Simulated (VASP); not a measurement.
The system is Ta3N4.

```
Ta N
1.0
     3.03150    0.00000    0.00000
    -1.51575    2.62536    0.00000
     0.00000    0.00000    9.72807
Ta N
3 4
Direct
  0.00000 0.00000 0.00000
  0.00000 0.00000 0.25671
  0.00000 0.00000 0.74329
  0.33333 0.66667 0.87164
  0.66667 0.33333 0.12836
  0.33333 0.66667 0.38507
  0.66667 0.33333 0.61493
```

| Item | Value |
| --- | --- |
| Program | VASP 6.6.1 |
| Task | relaxation of cell and atoms |
| Functional | PBE |
| Dispersion | D3(BJ) |
| Potentials or basis | VASP PAW PBE potentials, release 64 (Ta_pv, N) |
| Cutoff | 600 eV |
| k mesh | 6 × 6 × 2 |
| Occupations | gaussian, width 0.1 eV |
| Spin | no spin polarisation |

At the start: pressure 19.5 GPa; volume 11.06 Å³/atom.

Task: Where does the relaxation end?

Result: Over 13 steps the energy falls by 495.4 meV/atom and the volume is 11.92 Å³/atom (+7.8 %); space group P-3m1 (No. 164, to 0.1 Å) before and after.

The path:
```tsv
step	energy change (eV)	largest force (eV/Å)	pressure (GPa)	volume (Å³)
1	0.0000	9.8737	19.50	77.42
2	-1.3498	4.4600	-10.40	93.43
3	-3.2394	1.0274	-6.77	85.51
4	-3.2449	1.1587	-6.39	85.21
5	-3.2453	1.2296	-6.18	85.05
6	-3.2403	1.3739	13.67	80.47
7	-3.3582	0.9164	3.02	82.73
8	-3.4633	0.2053	0.86	83.24
9	-3.4658	0.0658	0.57	83.33
10	-3.4660	0.1072	-0.97	83.73
11	-3.4666	0.0593	-0.27	83.54
12	-3.4675	0.0460	-0.07	83.50
13	-3.4677	0.0297	0.24	83.43
```

Final structure:
```xyz
7
Lattice="3.1097 0.0000 0.0000 -1.5548 2.6931 0.0000 0.0000 0.0000 9.9622" Properties=species:S:1:pos:R:3 pbc="T T T"
Ta    0.0000    0.0000    0.0000
Ta    3.1097    0.0000    2.8151
Ta    0.0000    0.0000    7.1471
N     0.0000    1.7954    8.6075
N     1.5548    0.8977    1.3547
N     0.0000    1.7954    3.6633
N     1.5548    0.8977    6.2989
```

Caveat: the k points lie up to 0.39 Å⁻¹ apart in the final cell, too coarse for converged energies and pressures of a metal.
